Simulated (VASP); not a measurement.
CdSe: relaxation of cell and atoms with LDA

Crystal: CdSe.

```
Cd Se
1.0
     0.00000    3.00397    3.00397
     3.00397    0.00000    3.00397
     3.00397    3.00397    0.00000
Cd Se
1 1
Direct
  0.00000 0.00000 0.00000
  0.75000 0.75000 0.75000
```

* Program: VASP 6.6.1
* Task: relaxation of cell and atoms
* Functional: LDA
* Potentials or basis: VASP PAW LDA potentials, release 64 (Cd, Se)
* Cutoff: 600 eV
* k mesh: 6 × 6 × 6
* Occupations: gaussian, width 0.01 eV
* Spin: no spin polarisation
* Target pressure: 10 GPa
* Dipole correction: no
* Further INCAR settings: ALGO = Normal; EDIFF = 1e-06; IBRION = 2; EDIFFG = -0.002; NSW = 100; ISIF = 3

The relaxed volume is 24.05 Å³/atom. The relaxed cell is a = 4.082 Å, b = 4.082 Å, c = 4.082 Å, α = 60.00°, β = 60.00°, γ = 60.00°. The space group after relaxing (to 0.05 Å) is F-43m (No. 216). The energy change on relaxing (the enthalpy is what falls) is +90.0 meV/atom, the ionic steps are 10 and the pressure after relaxing is 10.0 GPa. The band gap on the k mesh is 0.68 eV, direct.

Step by step:
```csv
step,energy change (eV),largest force (eV/Å),pressure (GPa),volume (Å³)
1,0.0000,0.0000,0.47,54.21
2,0.7817,0.0000,26.26,42.52
3,0.1719,0.0000,9.72,48.22
4,0.1790,0.0000,9.98,48.11
5,0.1864,0.0000,10.23,47.99
6,0.1726,0.0000,9.75,48.21
7,0.1804,0.0000,10.04,48.08
8,0.1794,0.0000,9.99,48.10
9,0.1797,0.0000,9.98,48.10
10,0.1801,0.0000,9.99,48.09
```

Final structure:
```xyz
2
Lattice="0.0000 2.8863 2.8863 2.8863 0.0000 2.8863 2.8863 2.8863 0.0000" Properties=species:S:1:pos:R:3 pbc="T T T"
Cd    0.0000    0.0000    0.0000
Se    4.3295    4.3295    4.3295
```

Levels at points of the mesh, in eV from the valence-band top:
```
           k point  band 7  band 8  band 9  band 10  band 11  band 12
(0.00, 0.00, 0.00)    0.00    0.00    0.00     0.68     5.74     5.74
(0.50, 0.00, 0.00)   -5.52   -1.02   -1.02     2.36     6.31     6.31
(0.50, 0.50, 0.00)   -4.94   -2.50   -2.50     2.61     3.66     9.71
```

It took 32 s on 1 thread of Intel(R) Xeon(R) 6975P-C (Granite Rapids) (shared host), peak memory 0.18 GiB.

Caveat: the cell is relaxed towards a set pressure, so the enthalpy falls and the energy may rise. Expect the measured gap to be larger: semilocal functionals such as LDA lack the derivative discontinuity.
